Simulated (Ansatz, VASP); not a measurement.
Two plane-wave programs on SnO2

```
Sn O
1.0
     4.71520    0.00000    0.00000
     0.00000    4.71533    0.00000
     0.00000    0.00000    3.18691
Sn O
2 4
Direct
  0.50000 0.50000 0.50000
  0.00000 0.00000 0.00000
  0.30548 0.30553 0.00000
  0.80548 0.19447 0.50000
  0.19452 0.80553 0.50000
  0.69452 0.69447 0.00000
```

Alike in both runs: task single point; functional r2SCAN; k mesh 6 × 6 × 8; occupations gaussian, width 0.02 eV; no spin polarisation.

|  | VASP | Ansatz |
| --- | --- | --- |
| version | VASP 6.6.1 | Ansatz 0.2.0 |
| potentials or method | VASP PAW PBE potentials, release 64 (Sn_d, O), cutoff 520 eV | scalar-relativistic, plane waves, PAW |
| valence electrons in the cell | 52 | 52 |

```tsv
	VASP	Ansatz	Ansatz less VASP
gap on the k mesh at the Fermi level (eV)	2.06	2.03	-0.029
least direct gap on the mesh (eV)	2.06	2.03	-0.029
pressure (GPa)	6.2	5.0	-1.20
traceless stress, the component that is largest in VASP (GPa)	0.35	0.00	-0.343
rms of the force components (eV/Å)	0.009	0.003	-0.0063
```

VASP's potentials were made for PBE, not for r2SCAN. Atom by atom the forces differ by 0.011 eV/Å (rms over components).
